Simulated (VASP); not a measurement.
Input of a VASP 6.6.1 run:

INCAR

```
ALGO = Normal ; EDIFF = 1E-6
ENCUT = 750 ; GGA = PE
GGA_COMPAT = F ; ISIF = 2
ISMEAR = 0 ; LASPH = T
LCHARG = T ; LELF = T
LREAL = F ; LVHAR = T
LWAVE = F ; NBANDS = 13
NELM = 120 ; PREC = Accurate
SIGMA = 0.1
```

KPOINTS

```
k-points
0
Gamma
  6 6 6
```

File POSCAR:

```
Li2O
1.0
    0.0000000000      2.3095000000      2.3095000000
    2.3095000000      0.0000000000      2.3095000000
    2.3095000000      2.3095000000      0.0000000000
Li O
2 1
Direct
    0.2500000000      0.2500000000      0.2500000000
    0.7500000000      0.7500000000      0.7500000000
    0.0000000000      0.0000000000      0.0000000000
```

Potentials or basis: VASP PAW PBE potentials, release 64 (Li_sv, O).

Launch:

```bash
$ cat potpaw_PBE.64/Li_sv/POTCAR potpaw_PBE.64/O/POTCAR > POTCAR
$ mpirun -np 1 vasp_std > vasp.out
```

Task: Predict the pressure.

Result: 0.0 GPa.

Task: Estimate the band gap on the k mesh.

Result: 4.98 eV (least direct gap 5.27 eV).

A k mesh can miss the band edges. PBE gaps usually lie below the measured ones, often by a third to a half.
